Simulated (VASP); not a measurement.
MgO: single point with r2SCAN+D3(BJ)

The system is MgO.

```
Mg O
1.0
     2.88607    0.00000    0.00000
    -1.44304    2.49941    0.00000
     0.00000    0.00000    2.63706
Mg O
1 1
Direct
  0.00000 0.00000 0.00000
  0.33333 0.66667 0.50000
```

```
Program                : VASP 6.6.1
Task                   : single point
Functional             : r2SCAN
Dispersion             : D3(BJ)
Potentials or basis    : VASP PAW PBE potentials, release 64 (Mg, O)
Cutoff                 : 660 eV
k mesh                 : 10 × 10 × 10
Occupations            : fermi-dirac, width 0.05 eV
Spin                   : no spin polarisation
Dipole correction      : no
Further INCAR settings : ALGO = Normal; EDIFF = 1e-06; NBANDS = 11
```

* Pressure: -1.3 GPa
* Band gap on the k mesh: 4.19 eV (least direct gap 4.61 eV)
* Dispersion energy per atom: -0.136 eV

Stress tensor (GPa, compression positive):
```
-1.18  0.00  0.00
 0.00 -1.18  0.00
 0.00  0.00 -1.42
```

Levels at points of the mesh, in eV from the valence-band top:
```csv
k point,band 1,band 2,band 3,band 4,band 5,band 6,band 7,band 8
"(0.00, 0.00, 0.00)",-18.65,-0.63,-0.63,-0.42,4.19,13.08,17.08,17.08
"(0.50, 0.00, 0.00)",-17.53,-5.11,-1.40,-0.04,7.70,12.26,14.51,19.87
"(0.00, 0.00, 0.50)",-17.50,-5.59,-0.09,-0.09,9.70,10.37,19.01,19.01
"(0.50, 0.00, 0.50)",-16.71,-3.95,-3.58,-0.89,6.79,12.78,15.94,16.75
```

Run time: 24 s on 1 thread of Intel(R) Xeon(R) 6975P-C (Granite Rapids), on a shared host, peak memory 0.17 GiB.

Caveat: the PAW data sets were made with another functional, which shifts forces and pressure a little. A k mesh can miss the band edges.
